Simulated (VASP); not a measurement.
# ZnS (F-43m) in VASP: a series of runs, part 2 of 2

VASP 6.6.1. Earlier steps stand in the parts before.

## (3) Electric field gradients, PBEsol (volume scaled by 0.94)

Input file INCAR:

```
SYSTEM = ZnS
PREC = Accurate
ENCUT = 520
EDIFF = 1E-8
ISMEAR = -1
SIGMA = 0.01
LREAL = .FALSE.
LASPH = .TRUE.
NELM = 60
ALGO = Normal
ISIF = 2
LWAVE = .FALSE.
LCHARG = .FALSE.
GGA = PS
LEFG = .TRUE.
NBANDS = 16
```

Input file KPOINTS:

```
Automatic mesh
0
G
  9 9 9
  0 0 0
```

Input file POSCAR:

```
ZnS
1.0
    0.0000000000      2.6494375689      2.6494375689
    2.6494375689      0.0000000000      2.6494375689
    2.6494375689      2.6494375689      0.0000000000
Zn S
1 1
Direct
    0.0000000000      0.0000000000      0.0000000000
    0.7500000000      0.7500000000      0.7500000000
```

Potentials or basis: VASP PAW PBE potentials, release 64 (Zn, S).

Command:

```sh
> cat potpaw_PBE.64/Zn/POTCAR potpaw_PBE.64/S/POTCAR > POTCAR
> mpirun -np 1 vasp_std > vasp.out
```

OUTCAR:

```text
SYSTEM = ZnS
   PREC = Accurate
   ENCUT = 520
   EDIFF = 1E-8
   ISMEAR = -1
   LREAL = .FALSE.
   LASPH = .TRUE.
   NELM = 60
   ISIF = 2
   GGA = PS

 ion  position               nearest neighbor table
   1  0.000  0.000  0.000-   2 2.29   2 2.29   2 2.29   2 2.29
   2  0.750  0.750  0.750-   1 2.29   1 2.29   1 2.29   1 2.29

  LATTYP: Found a face centered cubic cell.
 ALAT       =     5.2988751378

  Lattice vectors:

 A1 = (   0.0000000000,   2.6494375689,   2.6494375689)
 A2 = (   2.6494375689,   0.0000000000,   2.6494375689)
 A3 = (   2.6494375689,   2.6494375689,   0.0000000000)

Analysis of symmetry for initial positions (statically):
=====================================================================
 Subroutine PRICEL returns:
 Original cell was already a primitive cell.

 Routine SETGRP: Setting up the symmetry group for a
 face centered cubic supercell.

 Subroutine GETGRP returns: Found 24 space group operations
[... 642 lines left out ...]
  volume of cell :       37.20
      direct lattice vectors                 reciprocal lattice vectors
     0.000000000  2.649437569  2.649437569    -0.188719299  0.188719299  0.188719299
     2.649437569  0.000000000  2.649437569     0.188719299 -0.188719299  0.188719299
     2.649437569  2.649437569  0.000000000     0.188719299  0.188719299 -0.188719299

 POSITION                                       TOTAL-FORCE (eV/Angst)
 -----------------------------------------------------------------------------------
      0.00000      0.00000      0.00000         0.000000      0.000000      0.000000
      3.97416      3.97416      3.97416        -0.000000     -0.000000     -0.000000
 -----------------------------------------------------------------------------------
    total drift:                               -0.000002     -0.000002     -0.000002

  FREE ENERGIE OF THE ION-ELECTRON SYSTEM (eV)
  ---------------------------------------------------
  free  energy   TOTEN  =        -7.5767367250 eV

  energy  without entropy=       -7.5767367250  energy(sigma->0) =       -7.57673672

 Electric field gradients (V/A^2)
---------------------------------------------------------------------
 ion       V_xx      V_yy      V_zz      V_xy      V_xz      V_yz
---------------------------------------------------------------------
   1      -0.000     0.000    -0.000     0.001     0.001     0.001
   2       0.000     0.000     0.000    -0.000    -0.000    -0.000
---------------------------------------------------------------------

 Electric field gradients after diagonalization (V/A^2)
 (convention: |V_zz| > |V_xx| > |V_yy|)
----------------------------------------------------------------------
 ion       V_xx      V_yy      V_zz     asymmetry (V_yy - V_xx)/ V_zz
----------------------------------------------------------------------
   1      -0.001    -0.001     0.002       0.000
   2       0.000     0.000    -0.001       0.000
----------------------------------------------------------------------

           NMR quadrupolar parameters

 Cq : quadrupolar parameter    Cq=e*Q*V_zz/h
 eta: asymmetry parameters     (V_yy - V_xx)/ V_zz
 Q  : nuclear electric quadrupole moment in mb (millibarn)
----------------------------------------------------------------------
 ion       Cq(MHz)       eta       Q (mb)
----------------------------------------------------------------------
   1       0.000       0.000       1.000
   2      -0.000       0.000       1.000
----------------------------------------------------------------------
```

OSZICAR:

```text
N       E                     dE             d eps       ncg     rms          rms(c)
DAV:   1     0.859158385711E+02    0.85916E+02   -0.87648E+03  1120   0.137E+03
DAV:   2    -0.255888067880E+01   -0.88475E+02   -0.83169E+02  1272   0.255E+02
DAV:   3    -0.793777240761E+01   -0.53789E+01   -0.53572E+01  1424   0.625E+01
DAV:   4    -0.799062342672E+01   -0.52851E-01   -0.52841E-01  1360   0.632E+00
DAV:   5    -0.799120068106E+01   -0.57725E-03   -0.57724E-03  1472   0.652E-01    0.748E+00
DAV:   6    -0.760212213586E+01    0.38908E+00   -0.80311E-01  1600   0.336E+01    0.583E+00
DAV:   7    -0.758034913816E+01    0.21773E-01   -0.25446E-01  1376   0.519E+00    0.277E+00
DAV:   8    -0.757689851775E+01    0.34506E-02   -0.58628E-03  1600   0.111E+00    0.643E-01
DAV:   9    -0.757666684428E+01    0.23167E-03   -0.10625E-03  1392   0.273E-01    0.908E-02
DAV:  10    -0.757673916573E+01   -0.72321E-04   -0.15542E-04  1408   0.986E-02    0.322E-02
DAV:  11    -0.757673641281E+01    0.27529E-05   -0.26583E-05  1552   0.597E-02    0.444E-03
DAV:  12    -0.757673674144E+01   -0.32862E-06   -0.31610E-06  1376   0.133E-02    0.193E-03
DAV:  13    -0.757673672837E+01    0.13066E-07   -0.10167E-07  1448   0.353E-03    0.520E-04
DAV:  14    -0.757673672497E+01    0.34045E-08   -0.10552E-08  1160   0.269E-03
   1 F= -.75767367E+01 E0= -.75767367E+01  d E =-.237534E-12
```

stdout:

```text
POSCAR found type information on POSCAR ZnS
 POSCAR found :  2 types and       2 ions
 scaLAPACK will be used
 -----------------------------------------------------------------------------
|                                                                             |
|                                                                             |
|     You enforced a specific xc type in the INCAR file but a different       |
|     I HOPE YOU KNOW WHAT YOU ARE DOING!                                     |
|                                                                             |
 -----------------------------------------------------------------------------

 LDA part: xc-table for (Slater+PW92), standard interpolation
 POSCAR, INCAR and KPOINTS ok, starting setup
 FFT: planning ... GRIDC
 FFT: planning ... GRID_SOFT
 FFT: planning ... GRID
 WAVECAR not read
 entering main loop
ion   1

ion   2
```

Wall time 17 s (1 thread of Intel Xeon 6975P-C, shared host); peak memory 0.16 GiB.

Results:

* Free energy: -7.5767 eV
* Pressure: 3.0 GPa
* Band gap on the k mesh: 2.24 eV, direct

Caveat: without QUAD_EFG the Cq values of the log hold for a quadrupole moment of 1 mb, not for the nuclei; the PAW data sets were made with another functional, which shifts forces and pressure a little.

## (4) Electric field gradients, PBEsol (volume scaled by 0.96)

Input file INCAR:

```
SYSTEM = ZnS
ALGO = Normal
EDIFF = 1E-8
ENCUT = 520
GGA = PS
ISIF = 2
ISMEAR = -1
LASPH = .True.
LCHARG = .False.
LEFG = .True.
LREAL = .False.
LWAVE = .False.
NBANDS = 16
NELM = 80
PREC = Accurate
SIGMA = 0.01
```

Input file KPOINTS:

```
k-points
0
Gamma
  9 9 9
  0 0 0
```

Input file POSCAR:

```
ZnS
1.0
    0.0000000000      2.6680961947      2.6680961947
    2.6680961947      0.0000000000      2.6680961947
    2.6680961947      2.6680961947      0.0000000000
Zn S
1 1
Direct
    0.0000000000      0.0000000000      0.0000000000
    0.7500000000      0.7500000000      0.7500000000
```

Potentials or basis: VASP PAW PBE potentials, release 64 (Zn, S).

Command:

```sh
> cat potpaw_PBE.64/Zn/POTCAR potpaw_PBE.64/S/POTCAR > POTCAR
> mpirun -np 1 vasp_std > vasp.out
```

OUTCAR:

```text
SYSTEM = ZnS
   EDIFF = 1E-8
   ENCUT = 520
   GGA = PS
   ISIF = 2
   ISMEAR = -1
   LASPH = .True.
   LREAL = .False.
   NELM = 80
   PREC = Accurate

 ion  position               nearest neighbor table
   1  0.000  0.000  0.000-   2 2.31   2 2.31   2 2.31   2 2.31
   2  0.750  0.750  0.750-   1 2.31   1 2.31   1 2.31   1 2.31

  LATTYP: Found a face centered cubic cell.
 ALAT       =     5.3361923894

  Lattice vectors:

 A1 = (   0.0000000000,   2.6680961947,   2.6680961947)
 A2 = (   2.6680961947,   0.0000000000,   2.6680961947)
 A3 = (   2.6680961947,   2.6680961947,   0.0000000000)

Analysis of symmetry for initial positions (statically):
=====================================================================
 Subroutine PRICEL returns:
 Original cell was already a primitive cell.

 Routine SETGRP: Setting up the symmetry group for a
 face centered cubic supercell.

 Subroutine GETGRP returns: Found 24 space group operations
[... 642 lines left out ...]
  volume of cell :       37.99
      direct lattice vectors                 reciprocal lattice vectors
     0.000000000  2.668096195  2.668096195    -0.187399540  0.187399540  0.187399540
     2.668096195  0.000000000  2.668096195     0.187399540 -0.187399540  0.187399540
     2.668096195  2.668096195  0.000000000     0.187399540  0.187399540 -0.187399540

 POSITION                                       TOTAL-FORCE (eV/Angst)
 -----------------------------------------------------------------------------------
      0.00000      0.00000      0.00000         0.000000      0.000000      0.000000
      4.00214      4.00214      4.00214        -0.000000     -0.000000     -0.000000
 -----------------------------------------------------------------------------------
    total drift:                               -0.000002     -0.000002     -0.000002

  FREE ENERGIE OF THE ION-ELECTRON SYSTEM (eV)
  ---------------------------------------------------
  free  energy   TOTEN  =        -7.5869612529 eV

  energy  without entropy=       -7.5869612529  energy(sigma->0) =       -7.58696125

 Electric field gradients (V/A^2)
---------------------------------------------------------------------
 ion       V_xx      V_yy      V_zz      V_xy      V_xz      V_yz
---------------------------------------------------------------------
   1      -0.000    -0.000     0.000    -0.001    -0.001    -0.001
   2       0.000     0.000    -0.000    -0.000    -0.000    -0.000
---------------------------------------------------------------------

 Electric field gradients after diagonalization (V/A^2)
 (convention: |V_zz| > |V_xx| > |V_yy|)
----------------------------------------------------------------------
 ion       V_xx      V_yy      V_zz     asymmetry (V_yy - V_xx)/ V_zz
----------------------------------------------------------------------
   1       0.001     0.001    -0.001       0.000
   2       0.000     0.000    -0.001       0.000
----------------------------------------------------------------------

           NMR quadrupolar parameters

 Cq : quadrupolar parameter    Cq=e*Q*V_zz/h
 eta: asymmetry parameters     (V_yy - V_xx)/ V_zz
 Q  : nuclear electric quadrupole moment in mb (millibarn)
----------------------------------------------------------------------
 ion       Cq(MHz)       eta       Q (mb)
----------------------------------------------------------------------
   1      -0.000       0.000       1.000
   2      -0.000       0.000       1.000
----------------------------------------------------------------------
```

It took 16 s on 1 thread of Intel Xeon 6975P-C, shared host; peak memory 0.16 GiB.

Results:

```yaml
Free_energy: -7.5870 eV
Pressure: 1.1 GPa
Band_gap_on_the_k_mesh: 2.14 eV, direct
```

Caveat: without QUAD_EFG the Cq values of the log hold for a quadrupole moment of 1 mb, not for the nuclei; the PAW data sets were made with another functional, which shifts forces and pressure a little.
